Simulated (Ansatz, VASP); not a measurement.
# Two plane-wave programs on In

INCAR

```
SYSTEM = In
PREC = Accurate
ENCUT = 520
EDIFF = 1E-6
ISMEAR = 0
SIGMA = 0.15
LREAL = .False.
LASPH = .True.
NELM = 60
ALGO = Fast
ISIF = 2
LWAVE = .False.
LCHARG = .True.
GGA = PS
LELF = .True.
LVHAR = .True.
NBANDS = 12
```

KPOINTS

```
Automatic mesh
0
Gamma
  20 20 20
  0 0 0
```

File POSCAR:

```
In
1.0
   -1.6749345000      1.6749345000      2.5110592500
    1.6749345000     -1.6749345000      2.5110592500
    1.6749345000      1.6749345000     -2.5110592500
In
1
Direct
    0.0000000000      0.0000000000      0.0000000000
```

Input for Ansatz:

```yaml
crystal:
  lattice:
    - [-1.6749345, 1.6749345, 2.51105925]
    - [1.6749345, -1.6749345, 2.51105925]
    - [1.6749345, 1.6749345, -2.51105925]
  atoms:
    - { symbol: In, position: [0.0, 0.0, 0.0] }
basis:
  ecutwfc: 420
kpoints:
  mp_grid: { grid: [20, 20, 20] }
hamiltonian:
  xc: pbesol
scf:
  occupations: { method: gaussian, width: 0.15 }
output:
  forces: true
  stress: true
  eigenvalues: true
```

Change from the starting cell: strain +0.030 along x and y, +0.015 along z, atoms carried along.

Alike in both runs: task single point; functional PBEsol; k mesh 20 × 20 × 20; occupations gaussian, width 0.15 eV; no spin polarisation.

```csv
,VASP,Ansatz
version,VASP 6.6.1,Ansatz 0.2.0
potentials or method,"VASP PAW PBE potentials, release 64 (In_d), cutoff 520 eV","scalar-relativistic, plane waves, PAW"
valence electrons in the cell,13,13
```

|  | VASP | Ansatz | Ansatz less VASP |
| --- | --- | --- | --- |
| gap on the k mesh at the Fermi level (eV) | none | none | - |
| pressure (GPa) | -3.4 | -3.4 | +0.05 |

VASP's potentials were made for PBE, not for PBEsol. A gap of «none» marks a metal or a gap that the smearing closes.
